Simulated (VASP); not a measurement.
# B2P3 (Pm-3m) in VASP: single point with PBE

Aim: the single point of B2P3 with PBE.

Everything below comes from runs of VASP 6.6.1. Logs are shortened: lines on timing, memory, paths and dates and some standing lists are left out, and cuts for length are marked.

## 1. The cell of the first run

Symmetry: Pm-3m, No. 221, cubic system. Conventional cell: a = 3.998 Å, b = 3.998 Å, c = 3.998 Å, α = 90.00°, β = 90.00°, γ = 90.00°. B (site symmetry m-3m) has 6 P at 2.00 Å within 2.6 Å. B (site symmetry m-3m) has 12 P at 2.83 Å and 8 B at 3.46 Å within 3.7 Å. P (site symmetry 4/mmm) has 2 B at 2.00 Å within 2.6 Å.

The cell was built from a structure type or drawn by symmetry, and may not be a known phase.

## 2. Single point, PBE

The input, INCAR:

```
PREC = Accurate ; ENCUT = 500
EDIFF = 1E-6 ; ISMEAR = 0
SIGMA = 0.2 ; LREAL = F
LASPH = T ; NELM = 120
ALGO = Normal ; ISIF = 2
LWAVE = F ; LCHARG = F
GGA = PE ; NBANDS = 18
GGA_COMPAT = F
```

The input, KPOINTS:

```
Automatic mesh
0
Gamma
  4 4 4
```

The input, POSCAR:

```
B2P3
1.0
    3.9976480863      0.0000000000      0.0000000000
    0.0000000000      3.9976480863      0.0000000000
    0.0000000000      0.0000000000      3.9976480863
B P
2 3
Direct
    0.0000000000      0.0000000000      0.0000000000
    0.5000000000      0.5000000000      0.5000000000
    0.5000000000      0.0000000000      0.0000000000
    0.0000000000      0.5000000000      0.0000000000
    0.0000000000      0.0000000000      0.5000000000
```

Potentials or basis: VASP PAW PBE potentials, release 64 (B, P).

The run is started by

```bash
$ cat potpaw_PBE.64/B/POTCAR potpaw_PBE.64/P/POTCAR > POTCAR
$ mpirun -np 1 vasp_std > vasp.out
```

OUTCAR:

```text
PREC = Accurate
   ENCUT = 500
   EDIFF = 1E-6
   ISMEAR = 0
   LREAL = F
   LASPH = T
   NELM = 120
   ISIF = 2
   GGA = PE

 ion  position               nearest neighbor table
   1  0.000  0.000  0.000-   3 2.00   4 2.00   5 2.00   5 2.00   4 2.00   3 2.00
   2  0.500  0.500  0.500-
   3  0.500  0.000  0.000-   1 2.00   1 2.00   5 2.83   5 2.83   4 2.83   4 2.83   4 2.83   5 2.83
                             5 2.83   4 2.83
   4  0.000  0.500  0.000-   1 2.00   1 2.00   5 2.83   5 2.83   3 2.83   3 2.83   5 2.83   5 2.83
                             3 2.83   3 2.83
   5  0.000  0.000  0.500-   1 2.00   1 2.00   4 2.83   3 2.83   3 2.83   4 2.83   4 2.83   4 2.83
                             3 2.83   3 2.83

  LATTYP: Found a simple cubic cell.
 ALAT       =     3.9976480863

  Lattice vectors:

 A1 = (   3.9976480863,   0.0000000000,   0.0000000000)
 A2 = (   0.0000000000,   3.9976480863,   0.0000000000)
 A3 = (   0.0000000000,   0.0000000000,   3.9976480863)

Analysis of symmetry for initial positions (statically):
=====================================================================
 Subroutine PRICEL returns:
 Original cell was already a primitive cell.

 Routine SETGRP: Setting up the symmetry group for a
 simple cubic supercell.

 Subroutine GETGRP returns: Found 48 space group operations
 (whereof 48 operations were pure point group operations)
 out of a pool of 48 trial point group operations.

The static configuration has the point symmetry O_h .

Analysis of symmetry for dynamics (positions and initial velocities):
=====================================================================
 Subroutine PRICEL returns:
 Original cell was already a primitive cell.

 Routine SETGRP: Setting up the symmetry group for a
 simple cubic supercell.

 Subroutine GETGRP returns: Found 48 space group operations
 (whereof 48 operations were pure point group operations)
 out of a pool of 48 trial point group operations.

The dynamic configuration has the point symmetry O_h .

 Subroutine INISYM returns: Found 48 space group operations
 (whereof 48 operations are pure point group operations),
 and found     1 'primitive' translations

----------------------------------------------------------------------------------------

                                     Primitive cell

  volume of cell :      63.8872

  direct lattice vectors                    reciprocal lattice vectors
     3.997648086  0.000000000  0.000000000     0.250147081  0.000000000  0.000000000
     0.000000000  3.997648086  0.000000000     0.000000000  0.250147081  0.000000000
     0.000000000  0.000000000  3.997648086     0.000000000  0.000000000  0.250147081

  length of vectors
     3.997648086  3.997648086  3.997648086     0.250147081  0.250147081  0.250147081

  position of ions in fractional coordinates (direct lattice)
     0.000000000  0.000000000  0.000000000
     0.500000000  0.500000000  0.500000000
     0.500000000  0.000000000  0.000000000
     0.000000000  0.500000000  0.000000000
     0.000000000  0.000000000  0.500000000

  ion indices of the primitive-cell ions
   primitive index   ion index
                 1           1
                 2           2
                 3           3
                 4           4
                 5           5

----------------------------------------------------------------------------------------

 KPOINTS: Automatic mesh

Automatic generation of k-mesh.
 Grid dimensions read from file:
 generate k-points for:    4    4    4

 Generating k-lattice:

  Cartesian coordinates                     Fractional coordinates (reciprocal lattice)
     0.062536770  0.000000000  0.000000000     0.250000000  0.000000000  0.000000000
     0.000000000  0.062536770  0.000000000     0.000000000  0.250000000  0.000000000
     0.000000000  0.000000000  0.062536770     0.000000000  0.000000000  0.250000000

  Length of vectors
     0.062536770  0.062536770  0.062536770

  Shift w.r.t. Gamma in fractional coordinates (k-lattice)
     0.000000000  0.000000000  0.000000000

 Subroutine IBZKPT returns following result:
 ===========================================

 Found     10 irreducible k-points:

 Following reciprocal coordinates:
            Coordinates               Weight
  0.000000  0.000000  0.000000      1.000000
  0.250000  0.000000  0.000000      6.000000
  0.500000  0.000000  0.000000      3.000000
  0.250000  0.250000  0.000000     12.000000
  0.500000  0.250000  0.000000     12.000000
  0.500000  0.500000  0.000000      3.000000
  0.250000  0.250000  0.250000      8.000000
  0.500000  0.250000  0.250000     12.000000
  0.500000  0.500000  0.250000      6.000000
  0.500000  0.500000  0.500000      1.000000
   k-points           NKPTS =     10   k-points in BZ     NKDIM =     10   number of bands    NBANDS=     18
   number of dos      NEDOS =    301   number of ions     NIONS =      5
   total plane-waves  NPLWV =  27000
   dimension x,y,z NGX =    30 NGY =   30 NGZ =   30
   dimension x,y,z NGXF=    60 NGYF=   60 NGZF=   60
   ions per type =               2   3
   NGX,Y,Z   is equivalent  to a cutoff of  12.48, 12.48, 12.48 a.u.
   NGXF,Y,Z  is equivalent  to a cutoff of  24.95, 24.95, 24.95 a.u.
 SYSTEM =  unknown system
   PREC   = accura    normal or accurate (medium, high low for compatibility)
   ISTART =      0    job   : 0-new  1-cont  2-samecut
   ICHARG =      2    charge: 1-file 2-atom 10-const
   ISPIN  =      1    spin polarized calculation?
   LNONCOLLINEAR =      F non collinear calculations
   LSORBIT =      F    spin-orbit coupling
   LASPH  =      T    aspherical Exc in radial PAW
   ENCUT  =  500.0 eV  36.75 Ry    6.06 a.u.   7.29  7.29  7.29*2*pi/ulx,y,z
   NELM   =    120;   NELMIN=  2; NELMDL= -5     # of ELM steps
   EDIFF  = 0.1E-05   stopping-criterion for ELM
   LREAL  =      F    real-space projection
   EDIFFG = 0.1E-04   stopping-criterion for IOM
   NSW    =      0    number of steps for IOM
   IBRION =     -1    ionic relax: 0-MD 1-quasi-New 2-CG
   NFREE  =      0    steps in history (QN), initial steepest desc. (CG)
   ISIF   =      2    stress and relaxation
   ISYM   =      2    0-nonsym 1-usesym 2-fastsym
   POTIM  = 0.5000    time-step for ionic-motion
   TEBEG  =    0.0;   TEEND  =   0.0 temperature during run
   PSTRESS=    0.0 pullay stress
   NELECT =      21.0000    total number of electrons
   NUPDOWN=      -1.0000    fix difference up-down
   EMIN   =  10.00;   EMAX   =-10.00  energy-range for DOS
   EFERMI =   0.00;   METHOD = LEGACY
   ISMEAR =     0;   SIGMA  =   0.20  broadening in eV -4-tet -1-fermi 0-gaus
   EFERMI_NEDOS =   21; number of points for ismear=-14 and -15
   IALGO  =     38    algorithm
   IMIX   =      4    mixing-type and parameters
     AMIX     =   0.40;   BMIX     =  1.00
     AMIX_MAG =   1.60;   BMIX_MAG =  1.00
  volume/ion in A,a.u.               =      12.78        86.23
  Fermi-wavevector in a.u.,A,eV,Ry     =   1.129822  2.135054 17.367807  1.276498
  Thomas-Fermi vector in A             =   2.266517
   LORBIT       =      0    0 simple, 1 ext, 2 COOP (PROOUT), +10 PAW based schemes
   GGA     = PE    functional components
   LHFCALC =     F    Hartree Fock is set to
   AEXX    =    0.0000 exact exchange contribution
   IVDW    =     0    specifies the selected vdW correction
   LEPSILON=     F    determine dielectric tensor
   LRPA    =     F    only Hartree local field effects (RPA)
 non-spin polarized calculation
 Gauss-broadening in eV      SIGMA  =   0.20
  energy-cutoff  :      500.00
  volume of cell :       63.89
 maximum number of plane-waves:      1647
 NGX is ok and might be reduce to    30
   NGX = 15   NGY = 15   NGZ = 15

 number of electron      20.9999994 magnetization

 Free energy of the ion-electron system (eV)
  ---------------------------------------------------
  ext. energy  EPLUGINS =         0.00000000
  ---------------------------------------------------
  free energy    TOTEN  =       -22.88327079 eV

  energy without entropy =      -22.83591863  energy(sigma->0) =      -22.85959471

 E-fermi :   7.3371     XC(G=0): -11.1229

 val. band max:        7.2282917617   @ k =   0.2500   0.2500   0.0000
 cond. band min:       7.4855783699   @ k =   0.2500   0.2500   0.2500
 fundamental gap:      0.2572866083
 Fermi energy:         7.3370612498

 k-point     1 :       0.0000    0.0000    0.0000
  band No.  band energies     occupation
      1      -8.3838      2.00000
      2      -0.3392      2.00000
      3      -0.3392      2.00000
      4       0.0914      2.00000
      5       0.0914      2.00000
      6       0.0914      2.00000
[... 10 lines left out ...]
     17      12.5259      0.00000
     18      13.3100      0.00000

 k-point     2 :       0.2500    0.0000    0.0000
  band No.  band energies     occupation
      1      -7.9460      2.00000
      2      -3.3057      2.00000
      3      -0.1496      2.00000
      4       0.4109      2.00000
      5       0.4109      2.00000
      6       1.6288      2.00000
[... 10 lines left out ...]
     17      12.3471      0.00000
     18      12.9223      0.00000

 k-point     3 :       0.5000    0.0000    0.0000
  band No.  band energies     occupation
      1      -7.1929      2.00000
      2      -5.0301      2.00000
      3       0.0674      2.00000
      4       0.8397      2.00000
      5       0.8397      2.00000
      6       2.7294      2.00000
[... 10 lines left out ...]
     17      12.0823      0.00000
     18      13.5040      0.00000

 k-point     4 :       0.2500    0.2500    0.0000
  band No.  band energies     occupation
      1      -7.5054      2.00000
      2      -3.2396      2.00000
      3      -2.6615      2.00000
      4       0.7179      2.00000
      5       1.0803      2.00000
      6       2.6611      2.00000
[... 10 lines left out ...]
     17      13.3342      0.00000
     18      14.9589      0.00000

 k-point     5 :       0.5000    0.2500    0.0000
  band No.  band energies     occupation
      1      -6.7325      2.00000
      2      -4.7165      2.00000
      3      -2.4925      2.00000
      4       1.0104      2.00000
      5       1.1226      2.00000
      6       1.9475      2.00000
[... 10 lines left out ...]
     17      13.6163      0.00000
     18      14.1479      0.00000

 k-point     6 :       0.5000    0.5000    0.0000
  band No.  band energies     occupation
      1      -5.8452      2.00000
      2      -4.3002      2.00000
      3      -4.3002      2.00000
      4      -0.2595      2.00000
      5       1.4838      2.00000
      6       2.4674      2.00000
[... 10 lines left out ...]
     17      13.6916      0.00000
     18      13.6917      0.00000

 k-point     7 :       0.2500    0.2500    0.2500
  band No.  band energies     occupation
      1      -7.0629      2.00000
      2      -2.9749      2.00000
      3      -2.9749      2.00000
      4      -1.6049      2.00000
      5       2.1251      2.00000
      6       3.6534      2.00000
[... 10 lines left out ...]
     17      12.5266      0.00000
     18      15.0382      0.00000

 k-point     8 :       0.5000    0.2500    0.2500
  band No.  band energies     occupation
      1      -6.2708      2.00000
      2      -4.4179      2.00000
      3      -2.6474      2.00000
      4      -1.3142      2.00000
      5       1.0374      2.00000
      6       2.4058      2.00000
[... 10 lines left out ...]
     17      12.9135      0.00000
     18      13.4690      0.00000

 k-point     9 :       0.5000    0.5000    0.2500
  band No.  band energies     occupation
      1      -5.3513      2.00000
      2      -4.0307      2.00000
      3      -4.0307      2.00000
      4      -1.4185      2.00000
      5       0.2279      2.00000
      6       2.7085      2.00000
[... 10 lines left out ...]
     17      13.2193      0.00000
     18      13.2193      0.00000

 k-point    10 :       0.5000    0.5000    0.5000
  band No.  band energies     occupation
      1      -4.0283      2.00000
      2      -3.6961      2.00000
      3      -3.6961      2.00000
      4      -3.6961      2.00000
      5       1.3891      2.00000
      6       1.3891      2.00000
[... 10 lines left out ...]
     17      12.4441      0.00000
     18      12.4441      0.00000

------------------------ aborting loop because EDIFF is reached ----------------------------------------

  FORCE on cell =-STRESS in cart. coord.  units (eV):
  Direction    XX          YY          ZZ          XY          YZ          ZX
  --------------------------------------------------------------------------------------
  -------------------------------------------------------------------------------------
  Total       -0.1102685     -0.1102685     -0.1102685      0.0000000     -0.0000000      0.0000000
  in kB       -2.7653383     -2.7653383     -2.7653383      0.0000000     -0.0000000      0.0000000
  external PRESSURE =      -2.7653383 kB  Pullay stress =       0.0000000 kB

 VOLUME and BASIS-vectors are now :
 -----------------------------------------------------------------------------
  energy-cutoff  :      500.00
  volume of cell :       63.89
      direct lattice vectors                 reciprocal lattice vectors
     3.997648086  0.000000000  0.000000000     0.250147081  0.000000000  0.000000000
     0.000000000  3.997648086  0.000000000     0.000000000  0.250147081  0.000000000
     0.000000000  0.000000000  3.997648086     0.000000000  0.000000000  0.250147081

 POSITION                                       TOTAL-FORCE (eV/Angst)
 -----------------------------------------------------------------------------------
      0.00000      0.00000      0.00000         0.000000      0.000000      0.000000
      1.99882      1.99882      1.99882         0.000000      0.000000      0.000000
      1.99882      0.00000      0.00000         0.000000      0.000000      0.000000
      0.00000      1.99882      0.00000         0.000000      0.000000      0.000000
      0.00000      0.00000      1.99882         0.000000      0.000000      0.000000
 -----------------------------------------------------------------------------------
    total drift:                                0.000000     -0.000000      0.000000

  FREE ENERGIE OF THE ION-ELECTRON SYSTEM (eV)
  ---------------------------------------------------
  free  energy   TOTEN  =       -22.8832707909 eV

  energy  without entropy=      -22.8359186260  energy(sigma->0) =      -22.85959471
```

It took 16 s on 1 thread of Intel Xeon 8259CL, shared host; peak memory 0.16 GiB.

Results:

| Item | Value |
| --- | --- |
| Free energy | -22.8833 eV |
| Pressure | -0.3 GPa |
| Band gap on the k mesh | zero (an odd number of electrons rules out a gap without spin polarisation) |

Levels at points of the mesh, in eV from the Fermi level:
```tsv
k point	band 7	band 8	band 9	band 10	band 11	band 12	band 13	band 14
(0.00, 0.00, 0.00)	-5.51	-0.14	-0.14	-0.14	1.18	1.18	1.18	1.75
(0.50, 0.00, 0.00)	-4.10	-2.59	-2.59	-1.07	1.54	1.54	1.95	2.16
(0.50, 0.50, 0.00)	-1.65	-1.65	-1.36	-1.36	-0.51	0.50	2.73	2.74
(0.50, 0.50, 0.50)	-5.95	-5.25	3.03	3.03	3.74	3.74	3.74	4.85
```

Caveat: the k points lie up to 0.39 Å⁻¹ apart, too coarse for converged energies and pressures of a metal.
